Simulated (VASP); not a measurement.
A run of VASP 6.6.1 is set up as follows.

File INCAR:

```
SYSTEM = Sr
ALGO = Normal
EDIFF = 1E-6
ENCUT = 500
GGA = RE
GGA_COMPAT = .False.
ISIF = 2
ISMEAR = -1
LASPH = .True.
LCHARG = .False.
LREAL = .False.
LWAVE = .False.
NBANDS = 11
NELM = 120
PREC = Accurate
SIGMA = 0.1
```

File KPOINTS:

```
k-points
0
Gamma
  13 13 13
  0 0 0
```

Contents of POSCAR:

```
Sr
1.0
    3.9458961934      0.0000000000      0.0000000000
    0.0000000000      3.9458961934      0.0000000000
    0.0000000000      0.0000000000      3.9458961934
Sr
1
Direct
    0.0000000000      0.0000000000      0.0000000000
```

Potentials or basis: VASP PAW PBE potentials, release 64 (Sr_sv).

The run is started by

```sh
$ cat potpaw_PBE.64/Sr_sv/POTCAR > POTCAR
$ mpirun -np 1 vasp_std > vasp.out
```

Q: Estimate the band gap on the k mesh.

A: Zero (band 5 reaches 1.72 eV, above the bottom of band 6 at 1.00 eV).

Q: Predict the pressure.

A: 0.0 GPa.

Caveat: the PAW data sets were made with another functional, which shifts forces and pressure a little.
